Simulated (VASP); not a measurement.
# NiO2 (P-3m1) in VASP: notebook

NiO2 is run at these levels: PBEsol; tasks: single point.

Everything below comes from runs of VASP 6.6.1. Logs are shortened: lines on timing, memory, paths and dates and some standing lists are left out, and cuts for length are marked.

### 1 The cell of the first run

It takes space group P-3m1 (No. 164, trigonal). The conventional cell has a = 2.822 Å, b = 2.822 Å, c = 4.839 Å, α = 90.00°, β = 90.00°, γ = 120.00°. Within 2.4 Å of Ni (site symmetry -3m) lie 6 O at 1.78 Å. Within 2.4 Å of O (site symmetry 3m) lie 3 Ni at 1.78 Å and 3 O at 2.18 Å.

### 2 Single point, PBEsol (c/a of the conventional cell at fixed volume 1.7147)

INCAR

```
SYSTEM = NiO2
  ALGO = Normal
  EDIFF = 1E-6
  ENCUT = 520
  GGA = PS
  ISIF = 2
  ISMEAR = 0
  LASPH = .TRUE.
  LCHARG = .TRUE.
  LELF = .TRUE.
  LREAL = .FALSE.
  LVHAR = .TRUE.
  LWAVE = .FALSE.
  NBANDS = 18
  NELM = 100
  PREC = Accurate
  SIGMA = 0.05
```

KPOINTS

```
k-points
0
G
  12 12 6
  0 0 0
```

POSCAR

```
NiO2
1.0
    2.8221285779      0.0000000000      0.0000000000
   -1.4110642890      2.4440350412      0.0000000000
    0.0000000000      0.0000000000      4.8391038725
Ni O
1 2
Direct
    0.0000000000      0.0000000000      0.5000000000
    0.6666666667      0.3333333333      0.6499533987
    0.3333333333      0.6666666667      0.3500466013
```

Potentials or basis: VASP PAW PBE potentials, release 64 (Ni, O).

Command:

```sh
cat potpaw_PBE.64/Ni/POTCAR potpaw_PBE.64/O/POTCAR > POTCAR
mpirun -np 1 vasp_std > vasp.out
```

OUTCAR:

```text
SYSTEM = NiO2
   EDIFF = 1E-6
   ENCUT = 520
   GGA = PS
   ISIF = 2
   ISMEAR = 0
   LASPH = .TRUE.
   LREAL = .FALSE.
   NELM = 100
   PREC = Accurate

 ion  position               nearest neighbor table
   1  0.000  0.000  0.500-   2 1.78   3 1.78   2 1.78   3 1.78   2 1.78   3 1.78
   2  0.667  0.333  0.650-   1 1.78   1 1.78   1 1.78
   3  0.333  0.667  0.350-   1 1.78   1 1.78   1 1.78

  LATTYP: Found a hexagonal cell.
 ALAT       =     2.8221285779
 C/A-ratio  =     1.7147000000

  Lattice vectors:

 A1 = (   2.8221285779,   0.0000000000,   0.0000000000)
 A2 = (  -1.4110642890,   2.4440350412,   0.0000000000)
 A3 = (   0.0000000000,   0.0000000000,   4.8391038725)

Analysis of symmetry for initial positions (statically):
=====================================================================
 Subroutine PRICEL returns:
 Original cell was already a primitive cell.

 Routine SETGRP: Setting up the symmetry group for a
 hexagonal supercell.

 Subroutine GETGRP returns: Found 12 space group operations
 (whereof 12 operations were pure point group operations)
 out of a pool of 24 trial point group operations.

The static configuration has the point symmetry D_3d.

Analysis of symmetry for dynamics (positions and initial velocities):
=====================================================================
 Subroutine PRICEL returns:
 Original cell was already a primitive cell.

 Routine SETGRP: Setting up the symmetry group for a
 hexagonal supercell.

 Subroutine GETGRP returns: Found 12 space group operations
 (whereof 12 operations were pure point group operations)
 out of a pool of 24 trial point group operations.

The dynamic configuration has the point symmetry D_3d.

 Subroutine INISYM returns: Found 12 space group operations
 (whereof 12 operations are pure point group operations),
 and found     1 'primitive' translations

----------------------------------------------------------------------------------------

                                     Primitive cell

  volume of cell :      33.3771

  direct lattice vectors                    reciprocal lattice vectors
     2.822128578  0.000000000  0.000000000     0.354342466  0.204579718  0.000000000
    -1.411064289  2.444035041  0.000000000     0.000000000  0.409159436  0.000000000
     0.000000000  0.000000000  4.839103872     0.000000000  0.000000000  0.206649832

  length of vectors
     2.822128578  2.822128578  4.839103872     0.409159436  0.409159436  0.206649832

  position of ions in fractional coordinates (direct lattice)
     0.000000000  0.000000000  0.500000000
     0.666666667  0.333333333  0.649953399
     0.333333333  0.666666667  0.350046601

  ion indices of the primitive-cell ions
   primitive index   ion index
                 1           1
                 2           2
                 3           3

----------------------------------------------------------------------------------------

 KPOINTS: k-points

Automatic generation of k-mesh.
 Grid dimensions read from file:
 generate k-points for:   12   12    6

 Generating k-lattice:

  Cartesian coordinates                     Fractional coordinates (reciprocal lattice)
     0.029528539  0.017048310  0.000000000     0.083333333  0.000000000  0.000000000
     0.000000000  0.034096620  0.000000000     0.000000000  0.083333333  0.000000000
     0.000000000  0.000000000  0.034441639     0.000000000  0.000000000  0.166666667

  Length of vectors
     0.034096620  0.034096620  0.034441639

  Shift w.r.t. Gamma in fractional coordinates (k-lattice)
     0.000000000  0.000000000  0.000000000

 Subroutine IBZKPT returns following result:
 ===========================================

 Found    100 irreducible k-points:

 Following reciprocal coordinates:
            Coordinates               Weight
  0.000000  0.000000  0.000000      1.000000
  0.083333  0.000000  0.000000      6.000000
  0.166667  0.000000  0.000000      6.000000
  0.250000  0.000000  0.000000      6.000000
  0.333333  0.000000  0.000000      6.000000
  0.416667 -0.000000  0.000000      6.000000
[... 16 lines left out ...]
  0.166667  0.000000  0.166667      6.000000
  0.000000  0.166667  0.166667      6.000000
 [... further k-points ...]
   k-points           NKPTS =    100   k-points in BZ     NKDIM =    100   number of bands    NBANDS=     18
   number of dos      NEDOS =    301   number of ions     NIONS =      3
   total plane-waves  NPLWV =  20736
   dimension x,y,z NGX =    24 NGY =   24 NGZ =   36
   dimension x,y,z NGXF=    48 NGYF=   48 NGZF=   72
   ions per type =               1   2
   NGX,Y,Z   is equivalent  to a cutoff of  14.14, 14.14, 12.37 a.u.
   NGXF,Y,Z  is equivalent  to a cutoff of  28.28, 28.28, 24.74 a.u.
 SYSTEM =  NiO2
   PREC   = accura    normal or accurate (medium, high low for compatibility)
   ISTART =      0    job   : 0-new  1-cont  2-samecut
   ICHARG =      2    charge: 1-file 2-atom 10-const
   ISPIN  =      1    spin polarized calculation?
   LNONCOLLINEAR =      F non collinear calculations
   LSORBIT =      F    spin-orbit coupling
   LASPH  =      T    aspherical Exc in radial PAW
   ENCUT  =  520.0 eV  38.22 Ry    6.18 a.u.   5.25  5.25  9.00*2*pi/ulx,y,z
   NELM   =    100;   NELMIN=  2; NELMDL= -5     # of ELM steps
   EDIFF  = 0.1E-05   stopping-criterion for ELM
   LREAL  =      F    real-space projection
   EDIFFG = 0.1E-04   stopping-criterion for IOM
   NSW    =      0    number of steps for IOM
   IBRION =     -1    ionic relax: 0-MD 1-quasi-New 2-CG
   NFREE  =      0    steps in history (QN), initial steepest desc. (CG)
   ISIF   =      2    stress and relaxation
   ISYM   =      2    0-nonsym 1-usesym 2-fastsym
   POTIM  = 0.5000    time-step for ionic-motion
   TEBEG  =    0.0;   TEEND  =   0.0 temperature during run
   PSTRESS=    0.0 pullay stress
   NELECT =      22.0000    total number of electrons
   NUPDOWN=      -1.0000    fix difference up-down
   EMIN   =  10.00;   EMAX   =-10.00  energy-range for DOS
   EFERMI =   0.00;   METHOD = LEGACY
   ISMEAR =     0;   SIGMA  =   0.05  broadening in eV -4-tet -1-fermi 0-gaus
   EFERMI_NEDOS =   21; number of points for ismear=-14 and -15
   IALGO  =     38    algorithm
   IMIX   =      4    mixing-type and parameters
     AMIX     =   0.40;   BMIX     =  1.00
     AMIX_MAG =   1.60;   BMIX_MAG =  1.00
  volume/ion in A,a.u.               =      11.13        75.08
  Fermi-wavevector in a.u.,A,eV,Ry     =   1.424730  2.692350 27.617874  2.029856
  Thomas-Fermi vector in A             =   2.545190
   LORBIT       =      0    0 simple, 1 ext, 2 COOP (PROOUT), +10 PAW based schemes
   GGA     = PS    functional components
   LHFCALC =     F    Hartree Fock is set to
   AEXX    =    0.0000 exact exchange contribution
   IVDW    =     0    specifies the selected vdW correction
   LEPSILON=     F    determine dielectric tensor
   LRPA    =     F    only Hartree local field effects (RPA)
 non-spin polarized calculation
 Gauss-broadening in eV      SIGMA  =   0.05
  energy-cutoff  :      520.00
  volume of cell :       33.38
 maximum number of plane-waves:       916
 NGX is ok and might be reduce to    24
   NGX = 11   NGY = 11   NGZ = 17

 number of electron      22.0000006 magnetization

 Free energy of the ion-electron system (eV)
  ---------------------------------------------------
  ext. energy  EPLUGINS =         0.00000000
  ---------------------------------------------------
  free energy    TOTEN  =       -17.99926264 eV

  energy without entropy =      -17.99926264  energy(sigma->0) =      -17.99926264

 E-fermi :   2.8583     XC(G=0): -10.1866

 val. band max:        2.5769891321   @ k =   0.0000   0.0000   0.5000
 cond. band min:       3.3767890578   @ k =   0.3333   0.0000   0.3333
 fundamental gap:      0.7997999257
 Fermi energy:         2.8582903496

 k-point     1 :       0.0000    0.0000    0.0000
  band No.  band energies     occupation
      1     -18.7966      2.00000
      2     -14.5415      2.00000
      3      -5.0628      2.00000
      4      -5.0628      2.00000
      5      -3.4284      2.00000
      6      -0.1258      2.00000
[... 10 lines left out ...]
     17      21.4335      0.00000
     18      21.4335      0.00000

 k-point     2 :       0.0833    0.0000    0.0000
  band No.  band energies     occupation
      1     -18.6902      2.00000
      2     -14.6022      2.00000
      3      -5.0332      2.00000
      4      -4.9813      2.00000
      5      -3.3439      2.00000
      6      -0.5371      2.00000
[... 10 lines left out ...]
     17      20.8908      0.00000
     18      21.7461      0.00000

 k-point     3 :       0.1667    0.0000    0.0000
  band No.  band energies     occupation
      1     -18.3838      2.00000
      2     -14.7736      2.00000
      3      -4.9395      2.00000
      4      -4.7445      2.00000
      5      -3.1320      2.00000
      6      -1.3507      2.00000
[... 10 lines left out ...]
     17      19.8674      0.00000
     18      22.0474      0.00000

 k-point     4 :       0.2500    0.0000    0.0000
  band No.  band energies     occupation
      1     -17.9154      2.00000
      2     -15.0294      2.00000
      3      -4.8202      2.00000
      4      -4.3789      2.00000
      5      -3.0608      2.00000
      6      -1.9301      2.00000
[... 375 lines left out ...]
      4      -4.9804      2.00000
      5      -3.2714      2.00000
      6      -0.5487      2.00000
[... 10 lines left out ...]
     17      20.8157      0.00000
     18      21.7660      0.00000

 k-point    23 :       0.1667    0.0000    0.1667
  band No.  band energies     occupation
      1     -18.3793      2.00000
      2     -14.7832      2.00000
      3      -4.9565      2.00000
      4      -4.7452      2.00000
      5      -3.0718      2.00000
      6      -1.3349      2.00000
[... 10 lines left out ...]
     17      19.9026      0.00000
     18      22.2569      0.00000

 k-point    24 :       0.0000    0.1667    0.1667
  band No.  band energies     occupation
      1     -18.3792      2.00000
      2     -14.7837      2.00000
      3      -4.9536      2.00000
      4      -4.7432      2.00000
      5      -3.0698      2.00000
      6      -1.3542      2.00000
[... 10 lines left out ...]
     17      19.6588      0.00000
     18      22.2689      0.00000

 [... further k-points ...]

------------------------ aborting loop because EDIFF is reached ----------------------------------------

  FORCE on cell =-STRESS in cart. coord.  units (eV):
  Direction    XX          YY          ZZ          XY          YZ          ZX
  --------------------------------------------------------------------------------------
  -------------------------------------------------------------------------------------
  Total        5.7477211      5.7477211      5.7591910     -0.0000000      0.0000000      0.0000000
  in kB      275.9034316    275.9034315    276.4540130     -0.0000000      0.0000000      0.0000000
  external PRESSURE =     276.0869587 kB  Pullay stress =       0.0000000 kB

 VOLUME and BASIS-vectors are now :
 -----------------------------------------------------------------------------
  energy-cutoff  :      520.00
  volume of cell :       33.38
      direct lattice vectors                 reciprocal lattice vectors
     2.822128578  0.000000000  0.000000000     0.354342466  0.204579718  0.000000000
    -1.411064289  2.444035041  0.000000000     0.000000000  0.409159436  0.000000000
     0.000000000  0.000000000  4.839103872     0.000000000  0.000000000  0.206649832

 POSITION                                       TOTAL-FORCE (eV/Angst)
 -----------------------------------------------------------------------------------
      0.00000      0.00000      2.41955         0.000000      0.000000      0.000000
      1.41106      0.81468      3.14519         0.000000     -0.000000      4.020563
     -0.00000      1.62936      1.69391        -0.000000      0.000000     -4.020563
 -----------------------------------------------------------------------------------
    total drift:                                0.000000     -0.000000     -0.000000

  FREE ENERGIE OF THE ION-ELECTRON SYSTEM (eV)
  ---------------------------------------------------
  free  energy   TOTEN  =       -17.9992626417 eV

  energy  without entropy=      -17.9992626417  energy(sigma->0) =      -17.99926264
```

It took 27 s on 1 thread of Intel Xeon Platinum 8559C (Emerald Rapids), shared host; peak memory 0.19 GiB.

What came out:

| Item | Value |
| --- | --- |
| Free energy | -17.9993 eV |
| Pressure | 27.6 GPa |
| Largest force | 4.021 eV/Å |
| Band gap on the k mesh | 0.80 eV, indirect (least direct gap 1.30 eV) |

Forces on the atoms (eV/Å):
```
Ni   0.000  0.000  0.000
O    0.000  0.000  4.021
O    0.000  0.000 -4.021
```

Caveat: the PAW data sets were made with another functional, which shifts forces and pressure a little. Spin polarisation is off, so any magnetic state and its effect on volume and gap are missing.

(Part 1 of 2 ends here.)
